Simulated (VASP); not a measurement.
Write the native input for VASP 6.6.1 that does the following.

```yaml
Task: single point
Functional: PBE
Dispersion: D3(BJ)
Potentials_or_basis: VASP PAW PBE potentials, release 64 (I, Mg)
Cutoff: 520 eV
k_mesh: 9 × 9 × 1
Occupations: gaussian, width 0.05 eV
Spin: no spin polarisation
Dipole_correction: yes
Further_INCAR_settings: ALGO = Normal; EDIFF = 1e-06; NBANDS = 15
```

The structure of MgI2 lies in POSCAR:

```
MgI2
1.0
    4.1376793489      0.0000000000      0.0000000000
   -2.0688396744      3.5833354288      0.0000000000
    0.0000000000      0.0000000000     21.3262859737
I Mg
2 1
Direct
    0.3333333333      0.6666666667      0.4211305225
    0.6666666667      0.3333333333      0.5788694808
    0.0000000000      0.0000000000      0.4999999967
```

The input as run:

INCAR

```
SYSTEM = MgI2
ALGO = Normal
DIPOL = 0.5 0.5 0.500
EDIFF = 1E-6
ENCUT = 520
GGA = PE
IDIPOL = 3
ISIF = 2
ISMEAR = 0
IVDW = 12
LASPH = .True.
LCHARG = .False.
LDIPOL = .True.
LREAL = .False.
LWAVE = .False.
NBANDS = 15
NELM = 100
PREC = Accurate
SIGMA = 0.05
```

KPOINTS

```
k-points
0
Gamma
  9 9 1
  0 0 0
```

Potentials or basis: VASP PAW PBE potentials, release 64 (I, Mg).

Command:

```console
$ cat potpaw_PBE.64/I/POTCAR potpaw_PBE.64/Mg/POTCAR > POTCAR
$ mpirun -np 1 vasp_std > vasp.out
```

It gave:

* Largest force: 0.021 eV/Å
* Band gap on the k mesh: 3.68 eV (least direct gap 4.06 eV)
* Dispersion energy per atom: -0.235 eV

Caveat: spin-orbit coupling is left out, which moves the levels of the heavy elements.

Run time: 110 s on 1 thread of Intel(R) Xeon(R) Platinum 8488C (Sapphire Rapids) (shared host), peak memory 0.41 GiB.
